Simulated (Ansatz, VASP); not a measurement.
**Mo: VASP beside Ansatz**

File POSCAR:

```
Mo
1.0
   -1.5764210372      1.5764210372      1.5764210372
    1.5764210372     -1.5764210372      1.5764210372
    1.5764210372      1.5764210372     -1.5764210372
Mo
1
Direct
    0.0000000000      0.0000000000      0.0000000000
```

Contents of INCAR.step1:

```
SYSTEM = Mo
  PREC = Accurate
  ENCUT = 520
  ISMEAR = 0
  SIGMA = 0.6
  LREAL = .FALSE.
  LASPH = .TRUE.
  NELM = 100
  NBANDS = 13
  GGA = PE
  ALGO = Normal
  EDIFF = 1E-4
  LWAVE = .TRUE.
  LCHARG = .FALSE.
```

Contents of INCAR.step2:

```
SYSTEM = Mo
  PREC = Accurate
  ENCUT = 520
  EDIFF = 1E-6
  ISMEAR = 0
  SIGMA = 0.6
  LREAL = .FALSE.
  LASPH = .TRUE.
  NELM = 100
  ALGO = Normal
  ISIF = 2
  LWAVE = .FALSE.
  LCHARG = .FALSE.
  METAGGA = R2SCAN
  LMIXTAU = .TRUE.
  NBANDS = 13
  ISTART = 1
```

The input KPOINTS:

```
regular mesh
0
G
  14 14 14
  0 0 0
```

Input for Ansatz:

```yaml
crystal:
  lattice:
    - [-1.5764210372, 1.5764210372, 1.5764210372]
    - [1.5764210372, -1.5764210372, 1.5764210372]
    - [1.5764210372, 1.5764210372, -1.5764210372]
  atoms:
    - { symbol: Mo, position: [0.0, 0.0, 0.0] }
hamiltonian:
  xc: r2scan
  pseudopotentials:
    kind: paw
    azcp:
      Mo: "pseudopotentials/Mo.paw.azcp"
basis:
  ecutwfc: 500
  fft_grid_basis: typed
kpoints:
  mp_grid: { grid: [14, 14, 14], shift: [0, 0, 0] }
magnetization:
  spin_polarized: false
scf:
  occupations: { method: gaussian, width: 0.6 }
  lower_state_search: "off"
output:
  stress: true
```

Alike in both runs: task single point; functional r2SCAN; k mesh 14 × 14 × 14; occupations gaussian, width 0.6 eV; no spin polarisation.

```csv
,VASP,Ansatz
version,VASP 6.6.1,Ansatz 0.2.0
potentials or method,"VASP PAW PBE potentials, release 64 (Mo_sv), cutoff 520 eV","plane waves (500 eV) with PAW, scalar-relativistic"
valence electrons in the cell,14,14
```

Ansatz gave:

```
pressure (GPa) : -0.1
```

Task: Estimate VASP's values.

Result: Pressure (GPa): 1.0.

VASP's potentials were made for PBE, not for r2SCAN.
